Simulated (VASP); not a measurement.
Here is a VASP 6.6.1 calculation.

POSCAR

```
Rh
1.0
    2.7490654807      0.0000000000      0.0000000000
   -1.3745332437      2.3807603505      0.0000000000
    0.0000000000      0.0000000000      4.4578175964
Rh
2
Direct
    0.6666666667      0.3333333333      0.7500000000
    0.3333333333      0.6666666667      0.2500000000
```

The input INCAR.step1:

```
SYSTEM = Rh
PREC = Accurate ; ENCUT = 520
ISMEAR = -1 ; SIGMA = 0.1
LREAL = .False. ; LASPH = .True.
NELM = 80 ; NBANDS = 22
GGA = PE ; ALGO = Normal
EDIFF = 1E-4 ; LWAVE = .True.
LCHARG = .False.
```

The input INCAR.step2:

```
SYSTEM = Rh
PREC = Accurate ; ENCUT = 520
EDIFF = 1E-6 ; ISMEAR = -1
SIGMA = 0.1 ; LREAL = .False.
LASPH = .True. ; NELM = 80
ALGO = Normal ; ISIF = 2
LWAVE = .False. ; LCHARG = .False.
METAGGA = R2SCAN ; LMIXTAU = .True.
NBANDS = 22 ; ISTART = 1
```

Contents of KPOINTS:

```
regular mesh
0
Gamma
  12 12 7
  0 0 0
```

Potentials or basis: VASP PAW PBE potentials, release 64 (Rh_pv).

Run with:

```bash
$ cat potpaw_PBE.64/Rh_pv/POTCAR > POTCAR
$ cp INCAR.step1 INCAR
$ mpirun -np 1 vasp_std > vasp.out
$ cp INCAR.step2 INCAR
$ mpirun -np 1 vasp_std > vasp.out
```

**Question.** Estimate the pressure.

**Answer.** -12.6 GPa.

**Question.** Predict the band gap on the k mesh.

**Answer.** Zero (bands 15 and 16 overlap by 2.23 eV).

Stress tensor (GPa, compression positive):
```
-12.11   0.00   0.00
  0.00 -12.11   0.00
  0.00   0.00 -13.65
```

Caveat: the cell stands under tension; the PAW data sets were made with another functional, which shifts forces and pressure a little.
